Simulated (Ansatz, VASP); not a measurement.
**Two plane-wave programs on Bi2Te3**

File INCAR:

```
SYSTEM = Bi2Te3
PREC = Accurate ; ENCUT = 520
EDIFF = 1E-7 ; ISMEAR = -1
SIGMA = 0.02 ; LREAL = .False.
LASPH = .True. ; NELM = 100
ALGO = Normal ; ISIF = 2
LWAVE = .False. ; LCHARG = .False.
GGA = PE ; NBANDS = 32
```

KPOINTS

```
regular mesh
0
Gamma
  8 8 8
  0 0 0
```

Contents of POSCAR:

```
Bi2Te3
1.0
    2.2396401186      1.2930568254     10.2213947812
   -2.2396401186      1.2930568254     10.2213947812
    0.0000000000     -2.5861136507     10.2213947812
Bi Te
2 3
Direct
    0.3986432507      0.3986432507      0.3986432507
    0.6013567493      0.6013567493      0.6013567493
    0.2133953579      0.2133953579      0.2133953579
    0.7866046421      0.7866046421      0.7866046421
    0.0000000000      0.0000000000      0.0000000000
```

Input for Ansatz:

```yaml
crystal:
  lattice:
    - [2.2396401186, 1.2930568254, 10.2213947812]
    - [-2.2396401186, 1.2930568254, 10.2213947812]
    - [0.0, -2.5861136507, 10.2213947812]
  atoms:
    - { symbol: Bi, position: [0.3986432507, 0.3986432507, 0.3986432507] }
    - { symbol: Bi, position: [0.6013567493, 0.6013567493, 0.6013567493] }
    - { symbol: Te, position: [0.2133953579, 0.2133953579, 0.2133953579] }
    - { symbol: Te, position: [0.7866046421, 0.7866046421, 0.7866046421] }
    - { symbol: Te, position: [0.0, 0.0, 0.0] }
kpoints:
  mp_grid: { grid: [8, 8, 8] }
  band_path:
    path:
      - [0.0, 0.0, 0.0]
      - [0.5, 0.5, 0.5]
      - [0.8235290352, 0.1764709648, 0.5]
      - [0.5, -0.1764709648, 0.1764709648]
      - [0.5, 0.0, 0.0]
      - [0.3382354824, -0.3382354824, 0.0]
      - [0.6617645176, 0.0, 0.3382354824]
      - [0.5, 0.0, 0.5]
    npoints: 1
hamiltonian:
  xc: pbe
scf:
  occupations: { method: fermi_dirac, width: 0.02 }
  n_extra_bands: 5
output:
  forces: true
  stress: true
  eigenvalues: true
```

Change from the starting cell: epitaxial_xy strain +2.0%.

Alike in both runs: task single point; functional PBE; k mesh 8 × 8 × 8; occupations fermi-dirac, width 0.02 eV; no spin polarisation.

```csv
,VASP,Ansatz
version,VASP 6.6.1,Ansatz 0.2.0
potentials or method,"VASP PAW PBE potentials, release 64 (Bi_d, Te)","plane waves, PAW"
plane-wave cutoff (eV),520,420
valence electrons in the cell,48,78
```

```csv
,VASP,Ansatz,Ansatz less VASP
pressure (GPa),0.7,0.7,+0.01
"traceless stress, the component that is largest in VASP (GPa)",0.61,0.61,-0.001
rms of the force components (eV/Å),0.063,0.058,-0.0045
```

Atom by atom the forces differ by 0.005 eV/Å (rms over components). VASP's potentials hold 48 valence electrons a cell and Ansatz's 78, so a difference there can come from the potentials and not from the codes.

Spin-orbit coupling is off throughout.
